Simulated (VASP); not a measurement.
# Ba16H (a cell with a defect) in VASP: a series of runs, part 3 of 3

VASP 6.6.1. Earlier steps stand in the parts before.

### Step 5. Single point, PBE

INCAR reads:

```
SYSTEM = Ba16H
  ALGO = Normal
  EDIFF = 1E-7
  ENCUT = 520
  GGA = PE
  ISIF = 2
  ISMEAR = -1
  LASPH = .True.
  LCHARG = .False.
  LREAL = Auto
  LWAVE = .False.
  NBANDS = 94
  NELM = 100
  PREC = Accurate
  SIGMA = 0.15
```

KPOINTS reads:

```
k-points
0
Gamma
  1 1 1
  0 0 0
```

POSCAR reads:

```
Ba16H
1.0
   10.0400000000      0.0000000000      0.0000000000
    0.0000000000     10.0400000000      0.0000000000
    0.0000000000      0.0000000000     10.0400000000
Ba H
16 1
Direct
    0.0242031873      0.0134063745      0.0286155378
    0.5066932271     -0.0163047809      0.0034860558
   -0.0350099602      0.4710856574      0.0060657371
    0.0310956175      0.0209860558      0.5075398406
    0.2164541833      0.2874601594      0.2898107570
    0.4894621514      0.5706374502      0.0413944223
    0.4518027888     -0.0089940239      0.4802490040
    0.7385657371      0.2331772908      0.2167729084
   -0.0174402390      0.5485956175      0.5238545817
    0.2020119522      0.7260159363      0.2353984064
    0.3038844622      0.2192430279      0.7516733068
    0.4598007968      0.5604681275      0.4974601594
    0.8129980080      0.8080079681      0.2709362550
    0.7159561753      0.3068525896      0.7168924303
    0.2084960159      0.7935557769      0.7423705179
    0.7937151394      0.7752689243      0.7375398406
    0.2520418327      0.0888745020      0.5431673307
```

Potentials or basis: VASP PAW PBE potentials, release 64 (Ba_sv, H).

Run with:

```sh
$ cat potpaw_PBE.64/Ba_sv/POTCAR potpaw_PBE.64/H/POTCAR > POTCAR
$ mpirun -np 1 vasp_gam > vasp.out
```

OUTCAR:

```text
SYSTEM = Ba16H
   EDIFF = 1E-7
   ENCUT = 520
   GGA = PE
   ISIF = 2
   ISMEAR = -1
   LASPH = .True.
   LREAL = Auto
   NELM = 100
   PREC = Accurate

 ion  position               nearest neighbor table
   1  0.024  0.013  0.029-  13 3.83  10 3.98  15 4.07   8 4.08   5 4.26  16 4.43  11 4.46   3 4.64

   2  0.507  0.984  0.003-  11 4.02   8 4.03   6 4.17  15 4.41  13 4.45  16 4.45  10 4.63
   3  0.965  0.471  0.006-   8 3.92  14 4.17  10 4.19   5 4.23  16 4.42  13 4.57   1 4.64
   4  0.031  0.021  0.508-  17 2.35  15 3.73  13 3.87   5 3.92  16 4.14  11 4.18   7 4.24  10 4.38
                             8 4.66
   5  0.216  0.287  0.290-   4 3.92  12 4.22   3 4.23   9 4.23   7 4.25   1 4.26  10 4.44   6 4.67

   6  0.489  0.571  0.041-  10 3.82   2 4.17   8 4.56  12 4.59  13 4.64   5 4.67  15 4.69
   7  0.452  0.991  0.480-  17 2.32  11 3.86  15 4.10   4 4.24   5 4.25  12 4.33  10 4.41  13 4.58
                             8 4.60
   8  0.739  0.233  0.217-   3 3.92   2 4.03   1 4.08  13 4.37   6 4.56   7 4.60   4 4.66
   9  0.983  0.549  0.524-  16 3.66  15 4.00  13 4.02  10 4.05  14 4.10   5 4.23
  10  0.202  0.726  0.235-   6 3.82   1 3.98  13 4.01  12 4.05   9 4.05   3 4.19   4 4.38   7 4.41
                             5 4.44   2 4.63
  11  0.304  0.219  0.752-  17 2.52   7 3.86   2 4.02   4 4.18  14 4.24  15 4.38   1 4.46  12 4.55

  12  0.460  0.560  0.497-  10 4.05   5 4.22  15 4.23  14 4.24   7 4.33  11 4.55   6 4.59  16 4.66

  13  0.813  0.808  0.271-   1 3.83   4 3.87  10 4.01   9 4.02   8 4.37   2 4.45   3 4.57   7 4.58
                             6 4.64  16 4.70
  14  0.716  0.307  0.717-   9 4.10   3 4.17  12 4.24  11 4.24
  15  0.208  0.794  0.742-   4 3.73   9 4.00   1 4.07   7 4.10  16 4.17  12 4.23  11 4.38   2 4.41
                             6 4.69
  16  0.794  0.775  0.738-   9 3.66   4 4.14  15 4.17   3 4.42   1 4.43   2 4.45  12 4.66  13 4.70

  17  0.252  0.089  0.543-   7 2.32   4 2.35  11 2.52

  LATTYP: Found a simple cubic cell.
 ALAT       =    10.0400000000

  Lattice vectors:

 A1 = (  10.0400000000,   0.0000000000,   0.0000000000)
 A2 = (   0.0000000000,  10.0400000000,   0.0000000000)
 A3 = (   0.0000000000,   0.0000000000,  10.0400000000)

Analysis of symmetry for initial positions (statically):
=====================================================================
 Subroutine PRICEL returns:
 Original cell was already a primitive cell.

 Routine SETGRP: Setting up the symmetry group for a
 simple cubic supercell.

 Subroutine GETGRP returns: Found  1 space group operations
 (whereof  1 operations were pure point group operations)
 out of a pool of 48 trial point group operations.

The static configuration has the point symmetry C_1 .

Analysis of symmetry for dynamics (positions and initial velocities):
=====================================================================
 Subroutine PRICEL returns:
 Original cell was already a primitive cell.

 Routine SETGRP: Setting up the symmetry group for a
 simple cubic supercell.

 Subroutine GETGRP returns: Found  1 space group operations
 (whereof  1 operations were pure point group operations)
 out of a pool of 48 trial point group operations.

The dynamic configuration has the point symmetry C_1 .

 Subroutine INISYM returns: Found  1 space group operations
 (whereof  1 operations are pure point group operations),
 and found     1 'primitive' translations

[... 73 lines left out ...]

 Subroutine IBZKPT returns following result:
 ===========================================

 Found      1 irreducible k-points:

 Following reciprocal coordinates:
            Coordinates               Weight
  0.000000  0.000000  0.000000      1.000000
   k-points           NKPTS =      1   k-points in BZ     NKDIM =      1   number of bands    NBANDS=     94
   number of dos      NEDOS =    301   number of ions     NIONS =     17
   total plane-waves  NPLWV = 512000
   dimension x,y,z NGX =    80 NGY =   80 NGZ =   80
   dimension x,y,z NGXF=   160 NGYF=  160 NGZF=  160
   ions per type =              16   1
   NGX,Y,Z   is equivalent  to a cutoff of  13.25, 13.25, 13.25 a.u.
   NGXF,Y,Z  is equivalent  to a cutoff of  26.49, 26.49, 26.49 a.u.
 SYSTEM =  Ba16H
   PREC   = accura    normal or accurate (medium, high low for compatibility)
   ISTART =      0    job   : 0-new  1-cont  2-samecut
   ICHARG =      2    charge: 1-file 2-atom 10-const
   ISPIN  =      1    spin polarized calculation?
   LNONCOLLINEAR =      F non collinear calculations
   LSORBIT =      F    spin-orbit coupling
   LASPH  =      T    aspherical Exc in radial PAW
   ENCUT  =  520.0 eV  38.22 Ry    6.18 a.u.  18.67 18.67 18.67*2*pi/ulx,y,z
   NELM   =    100;   NELMIN=  2; NELMDL= -5     # of ELM steps
   EDIFF  = 0.1E-06   stopping-criterion for ELM
   LREAL  =      T    real-space projection
   EDIFFG = 0.1E-05   stopping-criterion for IOM
   NSW    =      0    number of steps for IOM
   IBRION =     -1    ionic relax: 0-MD 1-quasi-New 2-CG
   NFREE  =      0    steps in history (QN), initial steepest desc. (CG)
   ISIF   =      2    stress and relaxation
   ISYM   =      2    0-nonsym 1-usesym 2-fastsym
   POTIM  = 0.5000    time-step for ionic-motion
   TEBEG  =    0.0;   TEEND  =   0.0 temperature during run
   PSTRESS=    0.0 pullay stress
   NELECT =     161.0000    total number of electrons
   NUPDOWN=      -1.0000    fix difference up-down
   EMIN   =  10.00;   EMAX   =-10.00  energy-range for DOS
   EFERMI =   0.00;   METHOD = LEGACY
   ISMEAR =    -1;   SIGMA  =   0.15  broadening in eV -4-tet -1-fermi 0-gaus
   EFERMI_NEDOS =   21; number of points for ismear=-14 and -15
   IALGO  =     38    algorithm
   IMIX   =      4    mixing-type and parameters
     AMIX     =   0.40;   BMIX     =  1.00
     AMIX_MAG =   1.60;   BMIX_MAG =  1.00
  volume/ion in A,a.u.               =      59.53       401.74
  Fermi-wavevector in a.u.,A,eV,Ry     =   0.887053  1.676288 10.705930  0.786864
  Thomas-Fermi vector in A             =   2.008301
   LORBIT       =      0    0 simple, 1 ext, 2 COOP (PROOUT), +10 PAW based schemes
   GGA     = PE    functional components
[... 5 lines left out ...]
 non-spin polarized calculation
  energy-cutoff  :      520.00
  volume of cell :     1012.05
 maximum number of plane-waves:     13601
 NGX is ok and might be reduce to    80
   NGX = 37   NGY = 37   NGZ = 37

 number of electron     160.9999999 magnetization

 Free energy of the ion-electron system (eV)
  ---------------------------------------------------
  ext. energy  EPLUGINS =         0.00000000
  ---------------------------------------------------
  free energy    TOTEN  =       -35.45936493 eV

  energy without entropy =      -34.27123439  energy(sigma->0) =      -34.86529966

 E-fermi :   1.6234     XC(G=0):  -7.3671

 val. band max:        1.5105915118   @ k =   0.0000   0.0000   0.0000
 cond. band min:       1.7230508046   @ k =   0.0000   0.0000   0.0000
 fundamental gap:      0.2124592928
 Fermi energy:         1.6233895636

 k-point     1 :       0.0000    0.0000    0.0000
  band No.  band energies     occupation
      1     -27.4708      2.00000
      2     -27.4580      2.00000
      3     -27.4017      2.00000
      4     -27.3510      2.00000
      5     -27.3220      2.00000
      6     -27.3126      2.00000
[... 84 lines left out ...]
     91       2.2904      0.02316
     92       2.3186      0.01923
 [bands above 92 left out]

------------------------ aborting loop because EDIFF is reached ----------------------------------------

  FORCE on cell =-STRESS in cart. coord.  units (eV):
  Direction    XX          YY          ZZ          XY          YZ          ZX
  --------------------------------------------------------------------------------------
  -------------------------------------------------------------------------------------
  Total        2.1030565      0.4123172     -3.1560089     -0.4764574     -0.1484145     -1.0510082
  in kB        3.3293572      0.6527409     -4.9962903     -0.7542816     -0.2349556     -1.6638553
  external PRESSURE =      -0.3380640 kB  Pullay stress =       0.0000000 kB

 VOLUME and BASIS-vectors are now :
 -----------------------------------------------------------------------------
  energy-cutoff  :      520.00
  volume of cell :     1012.05
      direct lattice vectors                 reciprocal lattice vectors
    10.040000000  0.000000000  0.000000000     0.099601594  0.000000000  0.000000000
     0.000000000 10.040000000  0.000000000     0.000000000  0.099601594  0.000000000
     0.000000000  0.000000000 10.040000000     0.000000000  0.000000000  0.099601594

 POSITION                                       TOTAL-FORCE (eV/Angst)
 -----------------------------------------------------------------------------------
      0.24300      0.13460      0.28730        -0.144384      0.269728     -0.586752
      5.08720      9.87630      0.03500        -0.121556      0.091158      0.111816
      9.68850      4.72970      0.06090         0.489931      0.690307     -0.222080
      0.31220      0.21070      5.09570        -0.856989      0.229557     -0.124228
      2.17320      2.88610      2.90970         0.334936     -0.239759     -0.258070
      4.91420      5.72920      0.41560         0.229114     -0.643486     -0.573639
[... 9 lines left out ...]
      7.96890      7.78370      7.40490        -0.908419      0.341947      0.508457
      2.53050      0.89230      5.45340        -0.078985      0.426046      0.193560
 -----------------------------------------------------------------------------------
    total drift:                                0.003226     -0.001329      0.002140

  FREE ENERGIE OF THE ION-ELECTRON SYSTEM (eV)
  ---------------------------------------------------
  free  energy   TOTEN  =       -35.4593649275 eV

  energy  without entropy=      -34.2712343921  energy(sigma->0) =      -34.86529966
```

It took 2.3 min on 1 thread of Intel Xeon 6975P-C (Granite Rapids), shared host; peak memory 0.92 GiB.

What came out:

- Free energy: -35.4594 eV
- Pressure: 0.0 GPa
- Largest force: 1.318 eV/Å

Forces in eV/Å, atoms in the order of the input:
```
Ba  -0.144  0.270 -0.587
Ba  -0.122  0.091  0.112
Ba   0.490  0.690 -0.222
Ba  -0.857  0.230 -0.124
Ba   0.335 -0.240 -0.258
Ba   0.229 -0.643 -0.574
Ba   1.056 -0.238 -0.373
Ba  -0.119  0.510  0.761
Ba   0.310 -0.795 -0.436
Ba   0.331  0.573  0.282
Ba  -0.638  0.896  0.118
Ba   0.430 -0.197  0.059
Ba  -1.111 -0.666 -0.245
Ba   0.189 -0.619  0.241
Ba   0.609 -0.630  0.545
Ba  -0.908  0.342  0.508
H   -0.079  0.426  0.194
```

Stress tensor (GPa, compression positive):
```
 0.33 -0.08 -0.17
-0.08  0.07 -0.02
-0.17 -0.02 -0.50
```

Levels at points of the mesh, in eV from the Fermi level:
| k point | band 77 | band 78 | band 79 | band 80 | band 81 | band 82 | band 83 | band 84 |
| --- | --- | --- | --- | --- | --- | --- | --- | --- |
| (0.00, 0.00, 0.00) | -0.73 | -0.56 | -0.47 | -0.11 | 0.10 | 0.26 | 0.28 | 0.35 |

Caveat: the k points lie up to 0.63 Å⁻¹ apart; spin-orbit coupling is left out, which moves the levels of the heavy elements.

### Step 6. Single point, PBE

INCAR reads:

```
  PREC = Accurate
  ENCUT = 520
  EDIFF = 1E-7
  ISMEAR = -1
  SIGMA = 0.15
  LREAL = Auto
  LASPH = T
  NELM = 100
  ALGO = Normal
  ISIF = 2
  LWAVE = F
  LCHARG = F
  GGA = PE
  NBANDS = 94
```

KPOINTS reads:

```
Automatic mesh
0
Gamma
  1 1 1
```

POSCAR reads:

```
Ba16H
1.0
   10.0400000000      0.0000000000      0.0000000000
    0.0000000000     10.0400000000      0.0000000000
    0.0000000000      0.0000000000     10.0400000000
Ba H
16 1
Direct
    0.0131872510      0.0343525896      0.0254880478
    0.4776195219     -0.0198705179      0.0399103586
   -0.0341733068      0.5035557769     -0.0475498008
    0.0508864542      0.0096613546      0.4977390438
    0.2030776892      0.2618525896      0.2795019920
    0.5049103586      0.5844521912      0.0742231076
    0.4637549801     -0.0056772908      0.4774701195
    0.7400896414      0.2675597610      0.2310458167
   -0.0210856574      0.5478585657      0.5156772908
    0.2243426295      0.7285358566      0.2448107570
    0.2918426295      0.2566235060      0.7535258964
    0.4302988048      0.5629482072      0.4843625498
    0.7906972112      0.7822609562      0.3163346614
    0.7307370518      0.3269023904      0.7105478088
    0.1808964143      0.8013745020      0.7252091633
    0.7868824701      0.7960756972      0.7863147410
    0.2106075697      0.1712250996      0.4981573705
```

Potentials or basis: VASP PAW PBE potentials, release 64 (Ba_sv, H).

Run with:

```sh
$ cat potpaw_PBE.64/Ba_sv/POTCAR potpaw_PBE.64/H/POTCAR > POTCAR
$ mpirun -np 1 vasp_gam > vasp.out
```

OUTCAR:

```text
PREC = Accurate
   ENCUT = 520
   EDIFF = 1E-7
   ISMEAR = -1
   LREAL = Auto
   LASPH = T
   NELM = 100
   ISIF = 2
   GGA = PE

 ion  position               nearest neighbor table
   1  0.013  0.034  0.025-   5 3.92  16 4.08   8 4.15  15 4.17  10 4.33  13 4.46  11 4.50   2 4.70

   2  0.478  0.980  0.040-   6 4.00  10 4.13   8 4.35   7 4.40  11 4.41  16 4.42   5 4.62  13 4.64
                             1 4.70  15 4.70
   3  0.966  0.504  0.952-  14 3.82  16 3.83   8 4.31  15 4.34   9 4.41  10 4.52  11 4.57   5 4.73

   4  0.051  0.010  0.498-  17 2.28  15 3.36   5 3.68  13 3.92   7 4.15  10 4.18  11 4.31  16 4.47
                             9 4.70
   5  0.203  0.262  0.280-  17 2.38   4 3.68   1 3.92   7 4.24  12 4.31   9 4.35   2 4.62   8 4.67
                            10 4.70   3 4.73
   6  0.505  0.584  0.074-  10 3.60   2 4.00  12 4.19  13 4.25   8 4.26  16 4.57
   7  0.464  0.994  0.477-   4 4.15  11 4.19  13 4.23  15 4.24   5 4.24  10 4.28  12 4.34   2 4.40
                             8 4.62
   8  0.740  0.268  0.231-   1 4.15   6 4.26   3 4.31   2 4.35   7 4.62   9 4.67   5 4.67
   9  0.979  0.548  0.516-  13 3.62  14 3.87  15 3.88  10 4.09  16 4.16   5 4.35   3 4.41  12 4.55
                             8 4.67   4 4.70
[... 216 lines left out ...]
      4     -27.4292      2.00000
      5     -27.3716      2.00000
      6     -27.3172      2.00000
[... 84 lines left out ...]
     91       2.2563      0.02453
     92       2.3293      0.01515
 [bands above 92 left out]

------------------------ aborting loop because EDIFF is reached ----------------------------------------

  FORCE on cell =-STRESS in cart. coord.  units (eV):
  Direction    XX          YY          ZZ          XY          YZ          ZX
  --------------------------------------------------------------------------------------
  -------------------------------------------------------------------------------------
  Total        1.4188853      2.4223987     -1.0407785      0.6270471     -2.6110451      0.0159898
  in kB        2.2462429      3.8349091     -1.6476605      0.9926807     -4.1335560      0.0253135
  external PRESSURE =       1.4778305 kB  Pullay stress =       0.0000000 kB

 VOLUME and BASIS-vectors are now :
 -----------------------------------------------------------------------------
  energy-cutoff  :      520.00
  volume of cell :     1012.05
      direct lattice vectors                 reciprocal lattice vectors
    10.040000000  0.000000000  0.000000000     0.099601594  0.000000000  0.000000000
     0.000000000 10.040000000  0.000000000     0.000000000  0.099601594  0.000000000
     0.000000000  0.000000000 10.040000000     0.000000000  0.000000000  0.099601594

 POSITION                                       TOTAL-FORCE (eV/Angst)
 -----------------------------------------------------------------------------------
      0.13240      0.34490      0.25590        -0.208818     -0.237254     -0.300467
      4.79530      9.84050      0.40070         0.192812      0.508780     -0.247057
      9.69690      5.05570      9.56260         0.682952      0.190944      0.966671
      0.51090      0.09700      4.99730        -1.611582      0.322927     -0.272281
      2.03890      2.62900      2.80620         0.509565      0.779586     -0.681799
      5.06930      5.86790      0.74520         0.178577     -0.768021     -1.032159
[... 9 lines left out ...]
      7.90030      7.99260      7.89460        -1.007245      0.222313     -0.486294
      2.11450      1.71910      5.00150         0.961887      0.133833      0.592218
 -----------------------------------------------------------------------------------
    total drift:                                0.005471      0.000716      0.001623

  FREE ENERGIE OF THE ION-ELECTRON SYSTEM (eV)
  ---------------------------------------------------
  free  energy   TOTEN  =       -34.4330174990 eV

  energy  without entropy=      -33.1757987793  energy(sigma->0) =      -33.80440814
```

OSZICAR:

```text
N       E                     dE             d eps       ncg     rms          rms(c)
DAV:   1     0.183222355107E+04    0.18322E+04   -0.72081E+04   196   0.148E+03
DAV:   2     0.147543172658E+03   -0.16847E+04   -0.16600E+04   290   0.305E+02
DAV:   3    -0.293459885097E+02   -0.17689E+03   -0.17282E+03   240   0.103E+02
[... 26 lines left out ...]
DAV:  30    -0.344330170533E+02   -0.14430E-06   -0.14301E-06   112   0.372E-05    0.267E-04
DAV:  31    -0.344330171835E+02   -0.13015E-06   -0.13157E-06   112   0.308E-05    0.280E-04
DAV:  32    -0.344330173000E+02   -0.11658E-06   -0.11668E-06   112   0.272E-05    0.289E-04
DAV:  33    -0.344330174029E+02   -0.10287E-06   -0.10265E-06   112   0.230E-05    0.306E-04
DAV:  34    -0.344330174990E+02   -0.96055E-07   -0.96432E-07   112   0.194E-05
   1 F= -.34433017E+02 E0= -.33804408E+02  d E =-.125722E+01
```

Wall time 2.8 min (1 thread of Intel Xeon 6975P-C (Granite Rapids), shared host); peak memory 0.93 GiB.

What came out:

```yaml
Free_energy: -34.4330 eV
Pressure: 0.1 GPa
Largest_force: 1.928 eV/Å
```

Forces in eV/Å, atoms in the order of the input:
```
Ba  -0.209 -0.237 -0.300
Ba   0.193  0.509 -0.247
Ba   0.683  0.191  0.967
Ba  -1.612  0.323 -0.272
Ba   0.510  0.780 -0.682
Ba   0.179 -0.768 -1.032
Ba   0.086  0.371  0.213
Ba  -0.051  0.109  0.535
Ba   0.327 -0.674 -0.185
Ba  -0.868  0.764  0.058
Ba  -0.507  0.297 -0.240
Ba   0.873 -0.382  0.620
Ba  -0.544  0.080 -0.809
Ba  -0.336 -0.859  0.160
Ba   1.322 -0.860  1.109
Ba  -1.007  0.222 -0.486
H    0.962  0.134  0.592
```

Caveat: the k points lie up to 0.63 Å⁻¹ apart; spin-orbit coupling is left out, which moves the levels of the heavy elements.
